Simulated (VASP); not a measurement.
# PbS (I4/mcm) in VASP: single point with PBE

Aim: the single point of PbS with PBE.

Program: VASP 6.6.1. These are calculated values, not measurements. Logs are shortened: lines on timing, memory, paths and dates and some standing lists are left out, and cuts for length are marked.

### 1 The cell of the first run

It takes space group I4/mcm (No. 140, tetragonal). Conventional cell: a = 7.402 Å, b = 7.402 Å, c = 7.320 Å, α = 90.00°, β = 90.00°, γ = 90.00°. Pb (site symmetry 422) has 8 S at 3.21 Å and 6 Pb at 3.66 to 3.70 Å within 4.2 Å. Within 3.9 Å of Pb (site symmetry -42m) lie 8 S at 2.94 to 3.46 Å and 6 Pb at 3.66 to 3.70 Å. Within 3.9 Å of S (site symmetry m2m) lie 8 Pb at 2.94 to 3.46 Å and 6 S at 3.72 to 3.73 Å.

### 2 Single point, PBE

Input file INCAR:

```
SYSTEM = PbS
PREC = Accurate
ENCUT = 520
EDIFF = 1E-7
ISMEAR = -1
SIGMA = 0.1
LREAL = .FALSE.
LASPH = .TRUE.
NELM = 100
ALGO = Normal
ISIF = 2
LWAVE = .FALSE.
LCHARG = .TRUE.
GGA = PE
LELF = .TRUE.
LVHAR = .TRUE.
NBANDS = 50
```

Input file KPOINTS:

```
regular mesh
0
G
  6 6 6
  0 0 0
```

Input file POSCAR:

```
PbS
1.0
   -3.7011133236      3.7011133236      3.6598151326
    3.7011133236     -3.7011133236      3.6598151326
    3.7011133236      3.7011133236     -3.6598151326
Pb S
4 4
Direct
    0.2500000000      0.2500000000      0.0000000000
    0.7500000000      0.7500000000      0.0000000000
    0.7500000000      0.2500000000      0.5000000000
    0.2500000000      0.7500000000      0.5000000000
    0.7192584814      0.2192584814      0.9385169627
    0.2192584814      0.2807415186      0.5000000000
    0.2807415186      0.7807415186      0.0614830373
    0.7807415186      0.7192584814      0.5000000000
```

Potentials or basis: VASP PAW PBE potentials, release 64 (Pb_d, S).

Run with:

```
> cat potpaw_PBE.64/Pb_d/POTCAR potpaw_PBE.64/S/POTCAR > POTCAR
> mpirun -np 1 vasp_std > vasp.out
```

OUTCAR:

```text
SYSTEM = PbS
   PREC = Accurate
   ENCUT = 520
   EDIFF = 1E-7
   ISMEAR = -1
   LREAL = .FALSE.
   LASPH = .TRUE.
   NELM = 100
   ISIF = 2
   GGA = PE

 ion  position               nearest neighbor table
   1  0.250  0.250  0.000-   7 3.21   5 3.21   6 3.21   6 3.21   8 3.21   8 3.21   7 3.21   5 3.21
                             2 3.66   2 3.66   3 3.70   4 3.70   3 3.70   4 3.70
   2  0.750  0.750  0.000-   7 3.21   5 3.21   8 3.21   8 3.21   6 3.21   6 3.21   5 3.21   7 3.21
                             1 3.66   1 3.66   3 3.70   4 3.70   4 3.70   3 3.70
   3  0.750  0.250  0.500-   5 2.94   7 2.94   6 2.94   8 2.94   8 3.46   6 3.46   7 3.46   5 3.46
                             4 3.66   4 3.66   2 3.70   2 3.70   1 3.70   1 3.70
   4  0.250  0.750  0.500-   7 2.94   5 2.94   6 2.94   8 2.94   8 3.46   6 3.46   5 3.46   7 3.46
                             3 3.66   3 3.66   1 3.70   2 3.70   2 3.70   1 3.70
   5  0.719  0.219  0.939-   3 2.94   4 2.94   1 3.21   2 3.21   1 3.21   2 3.21   4 3.46   3 3.46

   6  0.219  0.281  0.500-   3 2.94   4 2.94   2 3.21   1 3.21   1 3.21   2 3.21   4 3.46   3 3.46

   7  0.281  0.781  0.061-   4 2.94   3 2.94   1 3.21   2 3.21   1 3.21   2 3.21   3 3.46   4 3.46

   8  0.781  0.719  0.500-   3 2.94   4 2.94   1 3.21   2 3.21   2 3.21   1 3.21   4 3.46   3 3.46

  LATTYP: Found a body centered tetragonal cell.
 ALAT       =     7.4022266472
 C/A-ratio  =     0.9888416843

  Lattice vectors:

 A1 = (  -3.7011133236,   3.7011133236,   3.6598151326)
 A2 = (   3.7011133236,  -3.7011133236,   3.6598151326)
 A3 = (   3.7011133236,   3.7011133236,  -3.6598151326)

Analysis of symmetry for initial positions (statically):
=====================================================================
 Subroutine PRICEL returns:
 Original cell was already a primitive cell.

 Routine SETGRP: Setting up the symmetry group for a
 body centered tetragonal supercell.

 Subroutine GETGRP returns: Found 16 space group operations
 (whereof  8 operations were pure point group operations)
 out of a pool of 16 trial point group operations.

The static configuration has the point symmetry C_4h.
 The point group associated with its full space group is D_4h.

Analysis of symmetry for dynamics (positions and initial velocities):
=====================================================================
 Subroutine PRICEL returns:
 Original cell was already a primitive cell.

 Routine SETGRP: Setting up the symmetry group for a
 body centered tetragonal supercell.

 Subroutine GETGRP returns: Found 16 space group operations
 (whereof  8 operations were pure point group operations)
 out of a pool of 16 trial point group operations.

The dynamic configuration has the point symmetry C_4h.
 The point group associated with its full space group is D_4h.

 Subroutine INISYM returns: Found 16 space group operations
 (whereof  8 operations are pure point group operations),
 and found     1 'primitive' translations

----------------------------------------------------------------------------------------

                                     Primitive cell

  volume of cell :     200.5321

  direct lattice vectors                    reciprocal lattice vectors
    -3.701113324  3.701113324  3.659815133     0.000000000  0.135094485  0.136618923
     3.701113324 -3.701113324  3.659815133     0.135094485  0.000000000  0.136618923
     3.701113324  3.701113324 -3.659815133     0.135094485  0.135094485  0.000000000

  length of vectors
     6.386761814  6.386761814  6.386761814     0.192133417  0.192133417  0.191052454

  position of ions in fractional coordinates (direct lattice)
     0.250000000  0.250000000  0.000000000
     0.750000000  0.750000000  0.000000000
     0.750000000  0.250000000  0.500000000
     0.250000000  0.750000000  0.500000000
     0.719258481  0.219258481  0.938516963
     0.219258481  0.280741519  0.500000000
     0.280741519  0.780741519  0.061483037
     0.780741519  0.719258481  0.500000000

  ion indices of the primitive-cell ions
   primitive index   ion index
                 1           1
                 2           2
                 3           3
                 4           4
                 5           5
                 6           6
                 7           7
                 8           8

----------------------------------------------------------------------------------------

 KPOINTS: regular mesh

Automatic generation of k-mesh.
 Grid dimensions read from file:
 generate k-points for:    6    6    6

 Generating k-lattice:

  Cartesian coordinates                     Fractional coordinates (reciprocal lattice)
     0.000000000  0.022515748  0.022769820     0.166666667  0.000000000  0.000000000
     0.022515748  0.000000000  0.022769820     0.000000000  0.166666667  0.000000000
     0.022515748  0.022515748  0.000000000     0.000000000  0.000000000  0.166666667

  Length of vectors
     0.032022236  0.032022236  0.031842076

  Shift w.r.t. Gamma in fractional coordinates (k-lattice)
     0.000000000  0.000000000  0.000000000

 Subroutine IBZKPT returns following result:
 ===========================================

 Found     30 irreducible k-points:

 Following reciprocal coordinates:
            Coordinates               Weight
  0.000000  0.000000  0.000000      1.000000
  0.166667 -0.000000  0.000000      8.000000
  0.333333  0.000000 -0.000000      8.000000
  0.500000 -0.000000  0.000000      4.000000
  0.166667  0.166667  0.000000      8.000000
  0.333333  0.166667  0.000000     16.000000
[... 16 lines left out ...]
 -0.333333 -0.333333  0.166667      8.000000
 -0.166667 -0.333333  0.166667      8.000000
 [... further k-points ...]
   k-points           NKPTS =     30   k-points in BZ     NKDIM =     30   number of bands    NBANDS=     50
   number of dos      NEDOS =    301   number of ions     NIONS =      8
   total plane-waves  NPLWV = 110592
   dimension x,y,z NGX =    48 NGY =   48 NGZ =   48
   dimension x,y,z NGXF=    96 NGYF=   96 NGZF=   96
   ions per type =               4   4
   NGX,Y,Z   is equivalent  to a cutoff of  12.49, 12.49, 12.49 a.u.
   NGXF,Y,Z  is equivalent  to a cutoff of  24.99, 24.99, 24.99 a.u.
 SYSTEM =  PbS
   PREC   = accura    normal or accurate (medium, high low for compatibility)
   ISTART =      0    job   : 0-new  1-cont  2-samecut
   ICHARG =      2    charge: 1-file 2-atom 10-const
   ISPIN  =      1    spin polarized calculation?
   LNONCOLLINEAR =      F non collinear calculations
   LSORBIT =      F    spin-orbit coupling
   LASPH  =      T    aspherical Exc in radial PAW
   ENCUT  =  520.0 eV  38.22 Ry    6.18 a.u.  11.88 11.88 11.88*2*pi/ulx,y,z
   NELM   =    100;   NELMIN=  2; NELMDL= -5     # of ELM steps
   EDIFF  = 0.1E-06   stopping-criterion for ELM
   LREAL  =      F    real-space projection
   EDIFFG = 0.1E-05   stopping-criterion for IOM
   NSW    =      0    number of steps for IOM
   IBRION =     -1    ionic relax: 0-MD 1-quasi-New 2-CG
   NFREE  =      0    steps in history (QN), initial steepest desc. (CG)
   ISIF   =      2    stress and relaxation
   ISYM   =      2    0-nonsym 1-usesym 2-fastsym
   POTIM  = 0.5000    time-step for ionic-motion
   TEBEG  =    0.0;   TEEND  =   0.0 temperature during run
   PSTRESS=    0.0 pullay stress
   NELECT =      80.0000    total number of electrons
   NUPDOWN=      -1.0000    fix difference up-down
   EMIN   =  10.00;   EMAX   =-10.00  energy-range for DOS
   EFERMI =   0.00;   METHOD = LEGACY
   ISMEAR =    -1;   SIGMA  =   0.10  broadening in eV -4-tet -1-fermi 0-gaus
   EFERMI_NEDOS =   21; number of points for ismear=-14 and -15
   IALGO  =     38    algorithm
   IMIX   =      4    mixing-type and parameters
     AMIX     =   0.40;   BMIX     =  1.00
     AMIX_MAG =   1.60;   BMIX_MAG =  1.00
  volume/ion in A,a.u.               =      25.07       169.16
  Fermi-wavevector in a.u.,A,eV,Ry     =   1.205157  2.277416 19.761139  1.452403
  Thomas-Fermi vector in A             =   2.340861
   LORBIT       =      0    0 simple, 1 ext, 2 COOP (PROOUT), +10 PAW based schemes
   GGA     = PE    functional components
   LHFCALC =     F    Hartree Fock is set to
   AEXX    =    0.0000 exact exchange contribution
   IVDW    =     0    specifies the selected vdW correction
   LEPSILON=     F    determine dielectric tensor
   LRPA    =     F    only Hartree local field effects (RPA)
 non-spin polarized calculation
  energy-cutoff  :      520.00
  volume of cell :      200.53
 maximum number of plane-waves:      5458
   NGX = 23   NGY = 23   NGZ = 23

 number of electron      80.0000029 magnetization

 Free energy of the ion-electron system (eV)
  ---------------------------------------------------
  ext. energy  EPLUGINS =         0.00000000
  ---------------------------------------------------
  free energy    TOTEN  =       -33.24603297 eV

  energy without entropy =      -33.21621316  energy(sigma->0) =      -33.23112306

 E-fermi :   6.0789     XC(G=0): -10.0121

 val. band max:        5.8724527367   @ k =   0.5000   0.5000   0.5000
 cond. band min:       6.2581804257   @ k =  -0.3333   0.5000   0.3333
 fundamental gap:      0.3857276891
 Fermi energy:         6.0788583020

 k-point     1 :       0.0000    0.0000    0.0000
  band No.  band energies     occupation
      1     -11.1795      2.00000
      2     -11.1229      2.00000
      3     -11.1229      2.00000
      4     -11.1217      2.00000
      5     -11.1060      2.00000
      6     -11.0967      2.00000
[... 42 lines left out ...]
     49      11.4308      0.00000
     50      11.5031      0.00000

 k-point     2 :       0.1667   -0.0000    0.0000
  band No.  band energies     occupation
      1     -11.1680      2.00000
      2     -11.1181      2.00000
      3     -11.1153      2.00000
      4     -11.1148      2.00000
      5     -11.1008      2.00000
      6     -11.0957      2.00000
[... 1158 lines left out ...]
 k-point    24 :      -0.1667   -0.3333    0.1667
  band No.  band energies     occupation
      1     -11.1142      2.00000
      2     -11.1016      2.00000
      3     -11.0983      2.00000
      4     -11.0979      2.00000
      5     -11.0878      2.00000
      6     -11.0803      2.00000
[... 42 lines left out ...]
     49      10.2219      0.00000
     50      10.5730      0.00000

 [... further k-points ...]

------------------------ aborting loop because EDIFF is reached ----------------------------------------

  FORCE on cell =-STRESS in cart. coord.  units (eV):
  Direction    XX          YY          ZZ          XY          YZ          ZX
  --------------------------------------------------------------------------------------
  -------------------------------------------------------------------------------------
  Total       -0.1017637     -0.1017637     -0.0763073      0.0000000      0.0000000      0.0000000
  in kB       -0.8130543     -0.8130543     -0.6096671      0.0000000      0.0000000      0.0000000
  external PRESSURE =      -0.7452586 kB  Pullay stress =       0.0000000 kB

 VOLUME and BASIS-vectors are now :
 -----------------------------------------------------------------------------
  energy-cutoff  :      520.00
  volume of cell :      200.53
      direct lattice vectors                 reciprocal lattice vectors
    -3.701113324  3.701113324  3.659815133     0.000000000  0.135094485  0.136618923
     3.701113324 -3.701113324  3.659815133     0.135094485  0.000000000  0.136618923
     3.701113324  3.701113324 -3.659815133     0.135094485  0.135094485  0.000000000

 POSITION                                       TOTAL-FORCE (eV/Angst)
 -----------------------------------------------------------------------------------
      0.00000      0.00000      1.82991         0.000000     -0.000000     -0.000000
      0.00000      0.00000      5.48972         0.000000     -0.000000     -0.000000
     -0.00000      3.70111      1.82991         0.000000     -0.000000     -0.000000
      3.70111     -0.00000      1.82991         0.000000     -0.000000     -0.000000
      1.62300      5.32411      0.00000        -0.000897     -0.000897      0.000000
      2.07811      1.62300     -0.00000         0.000897     -0.000897     -0.000000
      2.07811     -1.62300      3.65982         0.000897      0.000897     -0.000000
      1.62300      2.07811      3.65982        -0.000897      0.000897     -0.000000
 -----------------------------------------------------------------------------------
    total drift:                               -0.000000      0.000000     -0.000000

  FREE ENERGIE OF THE ION-ELECTRON SYSTEM (eV)
  ---------------------------------------------------
  free  energy   TOTEN  =       -33.2460329676 eV

  energy  without entropy=      -33.2162131605  energy(sigma->0) =      -33.23112306
```

Run time: 6.9 min. Hardware: 1 thread of Oxide Virtual Turin-like, shared host; peak memory 0.41 GiB.

Results:

```yaml
Free_energy: -33.2460 eV
Pressure: -0.1 GPa
```

Levels at points of the mesh, in eV from the Fermi level:
```
           k point  band 38  band 39  band 40  band 41  band 42  band 43
(0.00, 0.00, 0.00)    -0.79    -0.41    -0.38     3.43     3.76     3.76
(0.50, 0.00, 0.00)    -1.33    -0.55    -0.55     1.15     1.15     1.70
(0.50, 0.50, 0.00)    -0.97    -0.90    -0.46     0.88     1.46     1.49
(0.50, 0.50, 0.50)    -0.57    -0.34    -0.23    -0.21     0.21     0.21
```

Caveat: spin-orbit coupling is left out, which moves the levels of the heavy elements.
